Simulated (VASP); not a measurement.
# Te (I4_1/amd) in VASP: a series of runs

Runs on Te. Level: PBE. Tasks: single point.

All numbers are computed with VASP 6.6.1; they aren't measurements. Logs are shortened: lines on timing, memory, paths and dates and some standing lists are left out, and cuts for length are marked.

## (1) The cell of the first run

The structure is tetragonal, space group I4_1/amd (No. 141). The conventional cell has a = 6.309 Å, b = 6.309 Å, c = 3.441 Å, α = 90.00°, β = 90.00°, γ = 90.00°. Te (site symmetry -4m2) has 10 Te at 3.27 to 4.08 Å within 4.3 Å.

## (2) Single point, PBE

Contents of INCAR:

```
SYSTEM = Te
ALGO     = Normal         ! electronic algorithm
EDIFF    = 1E-6           ! SCF threshold, eV
ENCUT    = 520            ! plane-wave cutoff, eV
GGA      = PE             ! functional
ISIF     = 2              ! what is computed and relaxed
ISMEAR   = 0              ! smearing method
LASPH    = .True.         ! aspherical terms in the spheres
LCHARG   = .False.        ! write CHGCAR
LREAL    = .False.        ! projectors in reciprocal space
LWAVE    = .False.        ! write WAVECAR
NBANDS   = 13             ! bands
NELM     = 100            ! most SCF steps
PREC     = Accurate       ! precision mode
SIGMA    = 0.1            ! smearing width, eV
```

Contents of KPOINTS:

```
k-points
0
Gamma
  6 6 6
  0 0 0
```

Contents of POSCAR:

```
Te
1.0
   -3.1543178333      3.1543178333      1.7207386051
    3.1543178333     -3.1543178333      1.7207386051
    3.1543178333      3.1543178333     -1.7207386051
Te
2
Direct
    0.0000000000      0.0000000000      0.0000000000
    0.7500000000      0.2500000000      0.5000000000
```

Potentials or basis: VASP PAW PBE potentials, release 64 (Te).

On the command line:

```console
$ cat potpaw_PBE.64/Te/POTCAR > POTCAR
$ mpirun -np 1 vasp_std > vasp.out
```

OUTCAR:

```text
SYSTEM = Te
   EDIFF = 1E-6
   ENCUT = 520
   GGA = PE
   ISIF = 2
   ISMEAR = 0
   LASPH = .True.
   LREAL = .False.
   NELM = 100
   PREC = Accurate

 ion  position               nearest neighbor table
   1  0.000  0.000  0.000-   2 3.27   2 3.27   2 3.27   2 3.27
   2  0.750  0.250  0.500-   1 3.27   1 3.27   1 3.27   1 3.27

  LATTYP: Found a body centered tetragonal cell.
 ALAT       =     6.3086356666
 C/A-ratio  =     0.5455184595

  Lattice vectors:

 A1 = (  -3.1543178333,   3.1543178333,   1.7207386051)
 A2 = (   3.1543178333,  -3.1543178333,   1.7207386051)
 A3 = (   3.1543178333,   3.1543178333,  -1.7207386051)

Analysis of symmetry for initial positions (statically):
=====================================================================
 Subroutine PRICEL returns:
 Original cell was already a primitive cell.

 Routine SETGRP: Setting up the symmetry group for a
 body centered tetragonal supercell.

 Subroutine GETGRP returns: Found 16 space group operations
 (whereof  8 operations were pure point group operations)
 out of a pool of 16 trial point group operations.

The static configuration has the point symmetry D_2d.
 The point group associated with its full space group is D_4h.

Analysis of symmetry for dynamics (positions and initial velocities):
=====================================================================
 Subroutine PRICEL returns:
 Original cell was already a primitive cell.

 Routine SETGRP: Setting up the symmetry group for a
 body centered tetragonal supercell.

 Subroutine GETGRP returns: Found 16 space group operations
 (whereof  8 operations were pure point group operations)
 out of a pool of 16 trial point group operations.

The dynamic configuration has the point symmetry D_2d.
 The point group associated with its full space group is D_4h.

 Subroutine INISYM returns: Found 16 space group operations
 (whereof  8 operations are pure point group operations),
 and found     1 'primitive' translations

----------------------------------------------------------------------------------------

                                     Primitive cell

  volume of cell :      68.4835

  direct lattice vectors                    reciprocal lattice vectors
    -3.154317833  3.154317833  1.720738605     0.000000000  0.158512879  0.290572896
     3.154317833 -3.154317833  1.720738605     0.158512879  0.000000000  0.290572896
     3.154317833  3.154317833 -1.720738605     0.158512879  0.158512879  0.000000000

  length of vectors
[... 92 lines left out ...]
   PSTRESS=    0.0 pullay stress
   NELECT =      12.0000    total number of electrons
   NUPDOWN=      -1.0000    fix difference up-down
   EMIN   =  10.00;   EMAX   =-10.00  energy-range for DOS
   EFERMI =   0.00;   METHOD = LEGACY
   ISMEAR =     0;   SIGMA  =   0.10  broadening in eV -4-tet -1-fermi 0-gaus
   EFERMI_NEDOS =   21; number of points for ismear=-14 and -15
   IALGO  =     38    algorithm
   IMIX   =      4    mixing-type and parameters
     AMIX     =   0.40;   BMIX     =  1.00
     AMIX_MAG =   1.60;   BMIX_MAG =  1.00
  volume/ion in A,a.u.               =      34.24       231.07
  Fermi-wavevector in a.u.,A,eV,Ry     =   0.916094  1.731166 11.418390  0.839228
  Thomas-Fermi vector in A             =   2.040910
   LORBIT       =      0    0 simple, 1 ext, 2 COOP (PROOUT), +10 PAW based schemes
   GGA     = PE    functional components
   LHFCALC =     F    Hartree Fock is set to
   AEXX    =    0.0000 exact exchange contribution
   IVDW    =     0    specifies the selected vdW correction
   LEPSILON=     F    determine dielectric tensor
   LRPA    =     F    only Hartree local field effects (RPA)
 non-spin polarized calculation
 Gauss-broadening in eV      SIGMA  =   0.10
  energy-cutoff  :      520.00
  volume of cell :       68.48
 maximum number of plane-waves:      1878
   NGX = 17   NGY = 17   NGZ = 17

 number of electron      11.9999998 magnetization

 Free energy of the ion-electron system (eV)
  ---------------------------------------------------
  ext. energy  EPLUGINS =         0.00000000
  ---------------------------------------------------
  free energy    TOTEN  =        -5.77673433 eV

  energy without entropy =       -5.77025018  energy(sigma->0) =       -5.77349225

 E-fermi :   5.7796     XC(G=0):  -9.1523

 val. band max:        5.7493282782   @ k =   0.5000   0.5000   0.1667
 cond. band min:       5.8330492368   @ k =   0.5000  -0.0000   0.0000
 fundamental gap:      0.0837209586
 Fermi energy:         5.7796178233

 k-point     1 :       0.0000    0.0000    0.0000
  band No.  band energies     occupation
      1      -7.2700      2.00000
      2      -3.8214      2.00000
      3       1.9794      2.00000
      4       1.9794      2.00000
      5       7.1852      0.00000
      6       7.1852      0.00000
      7       7.2366      0.00000
      8       7.3013      0.00000
      9       8.4575      0.00000
     10      12.5087      0.00000
     11      12.7283      0.00000
     12      13.2786      0.00000
     13      13.5581      0.00000
[... 354 lines left out ...]
  band No.  band energies     occupation
      1      -5.4310      2.00000
      2      -3.6728      2.00000
      3       1.2701      2.00000
      4       2.4379      2.00000
      5       2.7542      2.00000
      6       3.0151      2.00000
      7       6.5332      0.00000
      8       6.7281      0.00000
      9      11.2747      0.00000
     10      11.4227      0.00000
     11      12.2700      0.00000
     12      15.0712      0.00000
     13      15.2977      0.00000

 [... further k-points ...]

------------------------ aborting loop because EDIFF is reached ----------------------------------------

  FORCE on cell =-STRESS in cart. coord.  units (eV):
  Direction    XX          YY          ZZ          XY          YZ          ZX
  --------------------------------------------------------------------------------------
  -------------------------------------------------------------------------------------
  Total       -1.3558917     -1.3558917     -0.6068127      0.0000000      0.0000000      0.0000000
  in kB      -31.7212124    -31.7212124    -14.1964407      0.0000000      0.0000000      0.0000000
  external PRESSURE =     -25.8796218 kB  Pullay stress =       0.0000000 kB

 VOLUME and BASIS-vectors are now :
 -----------------------------------------------------------------------------
  energy-cutoff  :      520.00
  volume of cell :       68.48
      direct lattice vectors                 reciprocal lattice vectors
    -3.154317833  3.154317833  1.720738605     0.000000000  0.158512879  0.290572896
     3.154317833 -3.154317833  1.720738605     0.158512879  0.000000000  0.290572896
     3.154317833  3.154317833 -1.720738605     0.158512879  0.158512879  0.000000000

 POSITION                                       TOTAL-FORCE (eV/Angst)
 -----------------------------------------------------------------------------------
      0.00000      0.00000      0.00000         0.000000      0.000000     -0.000000
      0.00000      3.15432      0.86037        -0.000000     -0.000000      0.000000
 -----------------------------------------------------------------------------------
    total drift:                               -0.000000      0.000000     -0.000000

  FREE ENERGIE OF THE ION-ELECTRON SYSTEM (eV)
  ---------------------------------------------------
  free  energy   TOTEN  =        -5.7767343250 eV

  energy  without entropy=       -5.7702501752  energy(sigma->0) =       -5.77349225
```

It took 28 s on 1 thread of AMD EPYC 7R43 (Zen 3), shared host; peak memory 0.17 GiB.

Results:

| Item | Value |
| --- | --- |
| Free energy | -5.7767 eV |
| Pressure | -2.6 GPa |
| Band gap on the k mesh | zero (band 6 reaches 7.22 eV, above the bottom of band 7 at 5.27 eV) |

Stress tensor (GPa, compression positive):
```
-3.17  0.00  0.00
 0.00 -3.17  0.00
 0.00  0.00 -1.42
```

Caveat: spin-orbit coupling is left out, which moves the levels of the heavy elements.

## (3) Single point, PBE

This run uses another cell than the first one, of 32.17 Å³/atom, 0.939 times its volume.

Contents of INCAR:

```
SYSTEM = Te
ALGO = Normal
EDIFF = 1E-6
ENCUT = 520
GGA = PE
ISIF = 2
ISMEAR = 0
LASPH = .True.
LCHARG = .True.
LELF = .True.
LREAL = .False.
LVHAR = .True.
LWAVE = .False.
NBANDS = 13
NELM = 60
PREC = Accurate
SIGMA = 0.1
```

Contents of KPOINTS:

```
k-points
0
Gamma
  14 14 14
  0 0 0
```

Contents of POSCAR:

```
Te
1.0
   -3.1928239987      3.1928239987      1.5777068278
    3.1928239987     -3.1928239987      1.5777068278
    3.1928239987      3.1928239987     -1.5777068278
Te
2
Direct
    0.0000000000      0.0000000000      0.0000000000
    0.7500000000      0.2500000000      0.5000000000
```

Potentials or basis: VASP PAW PBE potentials, release 64 (Te).

On the command line:

```console
$ cat potpaw_PBE.64/Te/POTCAR > POTCAR
$ mpirun -np 1 vasp_std > vasp.out
```

It took 3.7 min on 1 thread of AMD EPYC 7R43 (Zen 3), shared host; peak memory 0.28 GiB.

It converged, with:

| Property | Result |
| --- | --- |
| Free energy | -5.8611 eV |
| Pressure | -0.1 GPa |
| Band gap on the k mesh | zero (band 6 reaches 8.84 eV, above the bottom of band 7 at 5.58 eV) |

Levels at points of the mesh, in eV from the Fermi level:
```
           k point  band 3  band 4  band 5  band 6  band 7  band 8  band 9  band 10
(0.00, 0.00, 0.00)   -4.33   -4.33    0.91    0.91    2.16    2.70    2.76     6.22
(0.50, 0.00, 0.00)   -5.37   -4.41   -3.15   -0.98   -0.08    0.39    4.75     5.44
(0.50, 0.50, 0.00)   -2.56   -2.56   -2.48   -2.48    2.63    2.63    7.20     7.20
(0.50, 0.50, 0.50)   -5.88   -5.88    2.19    2.19    2.31    2.31    8.38     8.38
```

Caveat: spin-orbit coupling is left out, which moves the levels of the heavy elements.
